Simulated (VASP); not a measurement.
Runs of VASP 6.6.1 on SnSe. The structure is that of space group P4/mmm (No. 123), or close to it. The cells are those of the table. The cell was generated, and may not be a known phase.

```csv
cell,k mesh,smearing,gap on the mesh (eV)
"a = 4.758, b = 4.758, c = 14.000 Å, 2 atoms",4 × 4 × 1,gaussian 0.1 eV,0.61
"a = 4.032, b = 4.032, c = 23.800 Å, 2 atoms",10 × 10 × 1,gaussian 0.02 eV,(a)
"a = 4.032, b = 4.032, c = 23.800 Å, 2 atoms",4 × 4 × 1,gaussian 0.1 eV,0.44
"a = 4.111, b = 4.111, c = 23.800 Å, 2 atoms",10 × 10 × 1,gaussian 0.02 eV,0.07
```

Alike in all rows: level PBE; potentials or basis VASP PAW PBE potentials, release 64 (Sn_d, Se); no spin polarisation; cutoff (eV) 520.

Estimate the missing entries.

(a) 0.06.

Caveats: semilocal functionals underestimate gaps, and a narrow one can read as zero; spin-orbit coupling is left out, which moves the levels of the heavy elements.

A k mesh can miss the band edges, and the runs leave out spin-orbit coupling on Se, Sn.
